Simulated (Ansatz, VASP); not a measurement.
**Si: VASP beside Ansatz**

```
Si
1.0
     3.56268    0.00000    0.00000
    -1.78134    3.08537    0.00000
     0.00000    0.00000    5.11734
Si
3
Direct
  0.66667 0.33333 0.73585
  0.66667 0.33333 0.26415
  0.00000 0.00000 0.00000
```

Alike in both runs: task relaxation of cell and atoms; functional PBE; k mesh 18 × 18 × 10; occupations gaussian, width 0.1 eV; no spin polarisation.

|  | VASP | Ansatz |
| --- | --- | --- |
| version | VASP 6.6.1 | Ansatz 0.2.0 |
| potentials or method | VASP PAW PBE potentials, release 64 (Si), cutoff 600 eV | scalar-relativistic, plane waves, PAW |
| valence electrons in the cell | 12 | 12 |

|  | VASP | Ansatz | Ansatz less VASP |
| --- | --- | --- | --- |
| gap on the k mesh at the Fermi level, each at its own relaxed structure (eV) | none | none | - |
| relaxed volume (Å³/atom) | 18.75 | 18.76 | +0.013 |
| relaxed length of the cell vector where the two differ most in proportion (Å) | 5.114 | 5.116 | +0.0021 |

A gap of «none» marks a metal or a gap that the smearing closes.
